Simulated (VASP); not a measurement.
# HfMoSe4 (P4/mmm) in VASP: single point with PBE

Aim: the single point of HfMoSe4 with PBE.

All numbers are computed with VASP 6.6.1; they aren't measurements. Logs are shortened: lines on timing, memory, paths and dates and some standing lists are left out, and cuts for length are marked.

### Step 1. The cell of the first run

The structure is tetragonal, space group P4/mmm (No. 123). The conventional cell has a = 4.534 Å, b = 4.534 Å, c = 6.420 Å, α = 90.00°, β = 90.00°, γ = 90.00°. Hf (site symmetry 4/mmm) has 8 Se at 2.79 Å within 3.7 Å. Within 3.6 Å of Mo (site symmetry 4/mmm) lie 8 Se at 2.76 Å. Se (site symmetry 2mm) has 2 Mo at 2.76 Å and 2 Hf at 2.79 Å and 6 Se at 3.16 to 3.26 Å within 3.6 Å.

The cell was built from a structure type or drawn by symmetry, and may not be a known phase.

### Step 2. Single point, PBE, collinear spin

File INCAR:

```
ALGO = Normal
EDIFF = 1E-6
ENCUT = 520
GGA = PE
ISIF = 2
ISMEAR = 0
ISPIN = 2
LASPH = True
LCHARG = False
LMAXMIX = 4
LORBIT = 11
LREAL = False
LWAVE = False
MAGMOM = 0 1 0 0 0 0
NBANDS = 37
NELM = 150
PREC = Accurate
SIGMA = 0.1
```

File KPOINTS:

```
k-points
0
Gamma
  4 4 4
```

File POSCAR:

```
HfMoSe4
1.0
    4.5342817900      0.0000000000      0.0000000000
    0.0000000000      4.5342817900      0.0000000000
    0.0000000000      0.0000000000      6.4202131800
Hf Mo Se
1 1 4
Direct
    0.0000000000      0.0000000000      0.0000000000
    0.5000000000      0.5000000000      0.5000000000
    0.5000000000      0.0000000000      0.7458124800
    0.0000000000      0.5000000000      0.2541875200
    0.5000000000      0.0000000000      0.2541875200
    0.0000000000      0.5000000000      0.7458124800
```

Potentials or basis: VASP PAW PBE potentials, release 64 (Hf_pv, Mo_sv, Se).

Started as:

```bash
$ cat potpaw_PBE.64/Hf_pv/POTCAR potpaw_PBE.64/Mo_sv/POTCAR potpaw_PBE.64/Se/POTCAR > POTCAR
$ mpirun -np 1 vasp_std > vasp.out
```

OUTCAR:

```text
EDIFF = 1E-6
   ENCUT = 520
   GGA = PE
   ISIF = 2
   ISMEAR = 0
   ISPIN = 2
   LASPH = True
   LORBIT = 11
   LREAL = False
   NELM = 150
   PREC = Accurate

 ion  position               nearest neighbor table
   1  0.000  0.000  0.000-   3 2.79   4 2.79   5 2.79   6 2.79   4 2.79   6 2.79   3 2.79   5 2.79

   2  0.500  0.500  0.500-   3 2.76   4 2.76   5 2.76   6 2.76   3 2.76   5 2.76   4 2.76   6 2.76

   3  0.500  0.000  0.746-   2 2.76   2 2.76   1 2.79   1 2.79
   4  0.000  0.500  0.254-   2 2.76   2 2.76   1 2.79   1 2.79
   5  0.500  0.000  0.254-   2 2.76   2 2.76   1 2.79   1 2.79
   6  0.000  0.500  0.746-   2 2.76   2 2.76   1 2.79   1 2.79

  LATTYP: Found a simple tetragonal cell.
 ALAT       =     4.5342817900
 C/A-ratio  =     1.4159272576

  Lattice vectors:

 A1 = (   4.5342817900,   0.0000000000,   0.0000000000)
 A2 = (   0.0000000000,   4.5342817900,   0.0000000000)
 A3 = (   0.0000000000,   0.0000000000,   6.4202131800)

Analysis of symmetry for initial positions (statically):
=====================================================================
 Subroutine PRICEL returns:
 Original cell was already a primitive cell.

 Routine SETGRP: Setting up the symmetry group for a
 simple tetragonal supercell.

 Subroutine GETGRP returns: Found 16 space group operations
 (whereof 16 operations were pure point group operations)
 out of a pool of 16 trial point group operations.

The static configuration has the point symmetry D_4h.

Analysis of symmetry for dynamics (positions and initial velocities):
=====================================================================
 Subroutine PRICEL returns:
 Original cell was already a primitive cell.

 Routine SETGRP: Setting up the symmetry group for a
 simple tetragonal supercell.

 Subroutine GETGRP returns: Found 16 space group operations
 (whereof 16 operations were pure point group operations)
 out of a pool of 16 trial point group operations.

The dynamic configuration has the point symmetry D_4h.

Analysis of structural, dynamic, and magnetic symmetry:
=====================================================================
 Subroutine PRICEL returns:
 Original cell was already a primitive cell.

 Routine SETGRP: Setting up the symmetry group for a
 simple tetragonal supercell.

 Subroutine GETGRP returns: Found 16 space group operations
 (whereof 16 operations were pure point group operations)
 out of a pool of 16 trial point group operations.

The overall configuration has the point symmetry D_4h.

 Subroutine INISYM returns: Found 16 space group operations
 (whereof 16 operations are pure point group operations),
 and found     1 'primitive' translations

----------------------------------------------------------------------------------------

                                     Primitive cell

  volume of cell :     131.9977

  direct lattice vectors                    reciprocal lattice vectors
     4.534281790  0.000000000  0.000000000     0.220542094  0.000000000  0.000000000
     0.000000000  4.534281790  0.000000000     0.000000000  0.220542094  0.000000000
     0.000000000  0.000000000  6.420213180     0.000000000  0.000000000  0.155758068

  length of vectors
     4.534281790  4.534281790  6.420213180     0.220542094  0.220542094  0.155758068

  position of ions in fractional coordinates (direct lattice)
     0.000000000  0.000000000  0.000000000
     0.500000000  0.500000000  0.500000000
     0.500000000  0.000000000  0.745812480
     0.000000000  0.500000000  0.254187520
     0.500000000  0.000000000  0.254187520
     0.000000000  0.500000000  0.745812480

  ion indices of the primitive-cell ions
   primitive index   ion index
                 1           1
                 2           2
                 3           3
                 4           4
                 5           5
                 6           6

----------------------------------------------------------------------------------------

 KPOINTS: k-points
[... 28 lines left out ...]
  0.250000  0.250000  0.000000      4.000000
  0.500000  0.250000  0.000000      4.000000
  0.500000  0.500000  0.000000      1.000000
[... 10 lines left out ...]
  0.500000  0.250000  0.500000      4.000000
  0.500000  0.500000  0.500000      1.000000
   k-points           NKPTS =     18   k-points in BZ     NKDIM =     18   number of bands    NBANDS=     37
   number of dos      NEDOS =    301   number of ions     NIONS =      6
   total plane-waves  NPLWV =  62208
   dimension x,y,z NGX =    36 NGY =   36 NGZ =   48
   dimension x,y,z NGXF=    72 NGYF=   72 NGZF=   96
   ions per type =               1   1   4
   NGX,Y,Z   is equivalent  to a cutoff of  13.20, 13.20, 12.43 a.u.
   NGXF,Y,Z  is equivalent  to a cutoff of  26.40, 26.40, 24.86 a.u.
 SYSTEM =  unknown system
   PREC   = accura    normal or accurate (medium, high low for compatibility)
   ISTART =      0    job   : 0-new  1-cont  2-samecut
   ICHARG =      2    charge: 1-file 2-atom 10-const
   ISPIN  =      2    spin polarized calculation?
   LNONCOLLINEAR =      F non collinear calculations
   LSORBIT =      F    spin-orbit coupling
   LASPH  =      T    aspherical Exc in radial PAW
   ENCUT  =  520.0 eV  38.22 Ry    6.18 a.u.   8.43  8.43 11.94*2*pi/ulx,y,z
   NELM   =    150;   NELMIN=  2; NELMDL= -5     # of ELM steps
   EDIFF  = 0.1E-05   stopping-criterion for ELM
   LREAL  =      F    real-space projection
   EDIFFG = 0.1E-04   stopping-criterion for IOM
   NSW    =      0    number of steps for IOM
   IBRION =     -1    ionic relax: 0-MD 1-quasi-New 2-CG
   NFREE  =      0    steps in history (QN), initial steepest desc. (CG)
   ISIF   =      2    stress and relaxation
   ISYM   =      2    0-nonsym 1-usesym 2-fastsym
   POTIM  = 0.5000    time-step for ionic-motion
   TEBEG  =    0.0;   TEEND  =   0.0 temperature during run
   PSTRESS=    0.0 pullay stress
   NELECT =      48.0000    total number of electrons
   NUPDOWN=      -1.0000    fix difference up-down
   EMIN   =  10.00;   EMAX   =-10.00  energy-range for DOS
   EFERMI =   0.00;   METHOD = LEGACY
   ISMEAR =     0;   SIGMA  =   0.10  broadening in eV -4-tet -1-fermi 0-gaus
   EFERMI_NEDOS =   21; number of points for ismear=-14 and -15
   IALGO  =     38    algorithm
   IMIX   =      4    mixing-type and parameters
     AMIX     =   0.40;   BMIX     =  1.00
     AMIX_MAG =   1.60;   BMIX_MAG =  1.00
  volume/ion in A,a.u.               =      22.00       148.46
  Fermi-wavevector in a.u.,A,eV,Ry     =   1.168512  2.208167 18.577663  1.365420
  Thomas-Fermi vector in A             =   2.304997
   LORBIT       =     11    0 simple, 1 ext, 2 COOP (PROOUT), +10 PAW based schemes
   GGA     = PE    functional components
   LHFCALC =     F    Hartree Fock is set to
   AEXX    =    0.0000 exact exchange contribution
   IVDW    =     0    specifies the selected vdW correction
   LEPSILON=     F    determine dielectric tensor
   LRPA    =     F    only Hartree local field effects (RPA)
 spin polarized calculation
 Gauss-broadening in eV      SIGMA  =   0.10
  energy-cutoff  :      520.00
  volume of cell :      132.00
 maximum number of plane-waves:      3579
 NGX is ok and might be reduce to    36
   NGX = 17   NGY = 17   NGZ = 23

 number of electron      48.0000001 magnetization       1.8505577

 Free energy of the ion-electron system (eV)
  ---------------------------------------------------
  ext. energy  EPLUGINS =         0.00000000
  ---------------------------------------------------
  free energy    TOTEN  =       -37.76099350 eV

  energy without entropy =      -37.74770123  energy(sigma->0) =      -37.75434736

 E-fermi :   5.7602     XC(G=0): -10.2860

 val. band max:        5.7558570596   @ k =   0.0000   0.0000   0.2500
 cond. band min:       5.7678409344   @ k =   0.0000   0.0000   0.0000
 fundamental gap:      0.0119838748
 Fermi energy:         5.7601902826

 spin component 1

 k-point     1 :       0.0000    0.0000    0.0000
  band No.  band energies     occupation
      1     -56.2634      1.00000
      2     -30.3965      1.00000
      3     -30.3965      1.00000
      4     -30.3590      1.00000
      5     -26.2770      1.00000
      6     -26.2770      1.00000
[... 691 lines left out ...]
     35      11.1148      0.00000
     36      11.5349      0.00000
 Fermi energy:         5.7601902826

 spin component 2

 k-point     1 :       0.0000    0.0000    0.0000
  band No.  band energies     occupation
      1     -55.2305      1.00000
      2     -29.2556      1.00000
      3     -29.2337      1.00000
      4     -29.2337      1.00000
      5     -26.2326      1.00000
      6     -26.2326      1.00000
[... 691 lines left out ...]
     35      11.3712      0.00000
     36      11.8106      0.00000
 [bands above 36 left out]

------------------------ aborting loop because EDIFF is reached ----------------------------------------

  FORCE on cell =-STRESS in cart. coord.  units (eV):
  Direction    XX          YY          ZZ          XY          YZ          ZX
  --------------------------------------------------------------------------------------
  -------------------------------------------------------------------------------------
  Total        0.0083465      0.0083465      0.2933518      0.0000000      0.0000000      0.0000000
  in kB        0.1013096      0.1013096      3.5606794      0.0000000      0.0000000      0.0000000
  external PRESSURE =       1.2544329 kB  Pullay stress =       0.0000000 kB

 VOLUME and BASIS-vectors are now :
 -----------------------------------------------------------------------------
  energy-cutoff  :      520.00
  volume of cell :      132.00
      direct lattice vectors                 reciprocal lattice vectors
     4.534281790  0.000000000  0.000000000     0.220542094  0.000000000  0.000000000
     0.000000000  4.534281790  0.000000000     0.000000000  0.220542094  0.000000000
     0.000000000  0.000000000  6.420213180     0.000000000  0.000000000  0.155758068

 POSITION                                       TOTAL-FORCE (eV/Angst)
 -----------------------------------------------------------------------------------
      0.00000      0.00000      0.00000         0.000000      0.000000      0.000000
      2.26714      2.26714      3.21011         0.000000      0.000000      0.000000
      2.26714      0.00000      4.78828         0.000000     -0.000000     -0.280799
      0.00000      2.26714      1.63194        -0.000000      0.000000      0.280799
      2.26714      0.00000      1.63194        -0.000000     -0.000000      0.280799
      0.00000      2.26714      4.78828        -0.000000     -0.000000     -0.280799
 -----------------------------------------------------------------------------------
    total drift:                                0.000000      0.000000      0.000000

  FREE ENERGIE OF THE ION-ELECTRON SYSTEM (eV)
  ---------------------------------------------------
  free  energy   TOTEN  =       -37.7609934981 eV

  energy  without entropy=      -37.7477012306  energy(sigma->0) =      -37.75434736

 total charge

# of ion       s       p       d       tot
------------------------------------------
    1        0.296   6.390   1.419   8.105
    2        2.221   6.100   3.787  12.107
    3        1.472   2.340   0.045   3.858
    4        1.472   2.340   0.045   3.858
    5        1.472   2.340   0.045   3.858
    6        1.472   2.340   0.045   3.858
--------------------------------------------------
tot          8.405  21.851   5.387  35.643

 magnetization (x)

# of ion       s       p       d       tot
------------------------------------------
    1        0.008   0.024   0.063   0.095
    2        0.022   0.018   1.558   1.597
    3       -0.001  -0.033   0.005  -0.029
    4       -0.001  -0.033   0.005  -0.029
    5       -0.001  -0.033   0.005  -0.029
    6       -0.001  -0.033   0.005  -0.029
--------------------------------------------------
tot          0.024  -0.089   1.640   1.576
```

Wall time 4 min (1 thread of AMD EPYC 7R43 (Zen 3), shared host); peak memory 0.34 GiB.

Results:

| Item | Value |
| --- | --- |
| Free energy | -37.7610 eV |
| Pressure | 0.1 GPa |
| Largest force | 0.281 eV/Å |
| Net moment | 1.85 μB per cell |
| Site moments | Hf +0.10; Mo +1.60; Se -0.03 μB |
| Valence electrons inside the program's atomic spheres | Hf 8.11; Mo 12.11; Se 3.86 |

Forces in eV/Å, atoms in the order of the input:
```
Hf   0.000  0.000  0.000
Mo   0.000  0.000  0.000
Se   0.000  0.000 -0.281
Se   0.000  0.000  0.281
Se   0.000  0.000  0.281
Se   0.000  0.000 -0.281
```

Stress tensor (GPa, compression positive):
```
0.01 0.00 0.00
0.00 0.01 0.00
0.00 0.00 0.36
```

Levels at points of the mesh, in eV from the Fermi level:
Spin up:
```tsv
k point	band 22	band 23	band 24	band 25	band 26	band 27	band 28	band 29
(0.00, 0.00, 0.00)	-0.73	-0.71	-0.71	-0.18	0.72	0.73	0.80	2.48
(0.50, 0.00, 0.00)	-1.78	-1.46	-1.10	-0.70	0.65	0.71	1.35	1.75
(0.50, 0.50, 0.00)	-1.70	-1.44	0.02	0.69	0.76	0.79	1.00	1.00
(0.00, 0.00, 0.50)	-1.42	-1.11	-1.09	-1.09	0.34	0.62	1.74	1.74
(0.50, 0.00, 0.50)	-2.89	-2.87	-1.42	-1.23	-0.07	-0.03	1.14	1.17
(0.50, 0.50, 0.50)	-1.38	-0.88	0.33	0.47	0.57	0.57	0.79	1.16
```
Spin down:
```
           k point  band 21  band 22  band 23  band 24  band 25  band 26
(0.00, 0.00, 0.00)    -0.72    -0.72    -0.43    -0.09     0.01     0.69
(0.50, 0.00, 0.00)    -2.47    -1.40    -1.08    -0.16     0.71     0.83
(0.50, 0.50, 0.00)    -1.75    -0.48    -0.22     0.65     0.69     0.72
(0.00, 0.00, 0.50)    -1.21    -1.06    -1.06     0.11     0.19     0.45
(0.50, 0.00, 0.50)    -2.95    -2.87    -2.86    -0.06     0.28     0.30
(0.50, 0.50, 0.50)    -1.64     0.22     0.34     0.40     0.72     0.86
```

Caveat: spin-orbit coupling is left out, which moves the levels of the heavy elements.
